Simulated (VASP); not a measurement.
Here is a VASP 6.6.1 calculation.

File INCAR:

```
PREC = Accurate ; ENCUT = 520
EDIFF = 1E-6 ; ISMEAR = 0
SIGMA = 0.1 ; LREAL = F
LASPH = T ; NELM = 80
ALGO = Normal ; ISIF = 2
LWAVE = F ; LCHARG = F
GGA = PE ; NBANDS = 16
```

File KPOINTS:

```
regular mesh
0
Gamma
  6 6 4
```

File POSCAR:

```
SiB4
1.0
    3.4397634675     -0.0000000029      0.0000000000
   -1.7198817312      2.9789225473      0.0000000000
    0.0000000000      0.0000000000      4.6094526252
Si B
1 4
Direct
    0.3333333333      0.6666666667      0.4113375143
    0.1652224539      0.8347775461      0.8653634403
    0.1652224539      0.3304449078      0.8653634403
    0.6695550922      0.8347775461      0.8653634403
    0.0000000000      0.0000000000      0.5147531047
```

Potentials or basis: VASP PAW PBE potentials, release 64 (Si, B).

Launch:

```sh
$ cat potpaw_PBE.64/Si/POTCAR potpaw_PBE.64/B/POTCAR > POTCAR
$ mpirun -np 1 vasp_std > vasp.out
```

Q: Predict the band gap on the k mesh.

A: Zero (bands 8 and 9 overlap by 1.52 eV).

Q: What does it give for the pressure?

A: -0.1 GPa.

Q: What does it give for the largest force?

A: 0.015 eV/Å.

Forces in eV/Å, atoms in the order of the input:
```
Si   0.000  0.000  0.015
B    0.002 -0.001  0.000
B    0.000  0.002  0.000
B   -0.002 -0.001  0.000
B    0.000  0.000 -0.014
```
